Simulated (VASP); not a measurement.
Os, 2 atoms in the cell. The structure is hexagonal, space group P6_3/mmc (No. 194). Conventional cell: a = 2.734 Å, b = 2.734 Å, c = 4.320 Å, α = 90.00°, β = 90.00°, γ = 120.00°. Within 3.5 Å of Os (site symmetry -6m2) lie 12 Os at 2.68 to 2.73 Å. 

| Item | Value |
| --- | --- |
| Program | VASP 6.6.1 |
| Task | relaxation of cell and atoms |
| Functional | HSE06 |
| Potentials or basis | VASP PAW PBE potentials, release 64 (Os) |
| Cutoff | 600 eV |
| k mesh | 6 × 6 × 3 |
| Occupations | fermi-dirac, width 0.05 eV |
| Spin | no spin polarisation |
| Dipole correction | no |
| Grid for exact exchange (PRECFOCK) | Normal |
| Further INCAR settings | ALGO = Normal; EDIFF = 1e-07; IBRION = 2; EDIFFG = -0.01; NSW = 60; ISIF = 3 |
| Share of exact exchange | 0.25 |
| Screening parameter | 0.2079 1/Å |

Potentials or basis: VASP PAW PBE potentials, release 64 (Os).

Command:

```sh
$ cat potpaw_PBE.64/Os/POTCAR > POTCAR
$ cp INCAR.step1 INCAR
$ mpirun -np 1 vasp_std > vasp.out
$ cp INCAR.step2 INCAR
$ mpirun -np 1 vasp_std > vasp.out
```

Hardware: 1 thread of Intel(R) Xeon(R) 6975P-C (Granite Rapids), on a shared host.

Task: How long does it take, and how much memory?

Result: Run time: 55 min on 1 thread of Intel(R) Xeon(R) 6975P-C (Granite Rapids) (shared host), peak memory 0.27 GiB. Counts: k points 14, ion steps 6.
